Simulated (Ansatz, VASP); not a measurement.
**SnO2: VASP beside Ansatz**

```
Sn O
1.0
     4.73800    0.04738    0.00000
     0.04738    4.73800    0.00000
     0.00000    0.00000    3.18650
Sn O
2 4
Direct
  0.50000 0.50000 0.50000
  0.00000 0.00000 0.00000
  0.80710 0.19290 0.50000
  0.69290 0.69290 0.00000
  0.19290 0.80710 0.50000
  0.30710 0.30710 0.00000
```

Alike in both runs: task single point; functional PBE; k mesh 5 × 5 × 7; occupations fermi-dirac, width 0.05 eV; no spin polarisation.

|  | VASP | Ansatz |
| --- | --- | --- |
| version | VASP 6.6.1 | Ansatz 0.2.0 |
| potentials or method | VASP PAW PBE potentials, release 64 (Sn_d, O) | Ansatz PAW |
| plane-wave cutoff (eV) | 520 | 420 |
| valence electrons in the cell | 52 | 52 |

|  | VASP | Ansatz | Ansatz less VASP |
| --- | --- | --- | --- |
| gap on the k mesh at the Fermi level (eV) | 1.27 | 1.28 | +0.010 |
| least direct gap on the mesh (eV) | 1.27 | 1.28 | +0.010 |
| pressure (GPa) | 11.9 | 11.2 | -0.69 |
| traceless stress, the component that is largest in VASP (GPa) | -4.22 | -4.20 | +0.020 |
| rms of the force components (eV/Å) | 0.138 | 0.129 | -0.0090 |

Atom by atom the forces differ by 0.009 eV/Å (rms over components). With one functional, cell and mesh, what is left measures potentials, basis and numerics.

Noted on Ansatz's run: odd divisions of the mesh miss points on the zone boundary, where band edges often lie, so the gap on the mesh can be too wide.
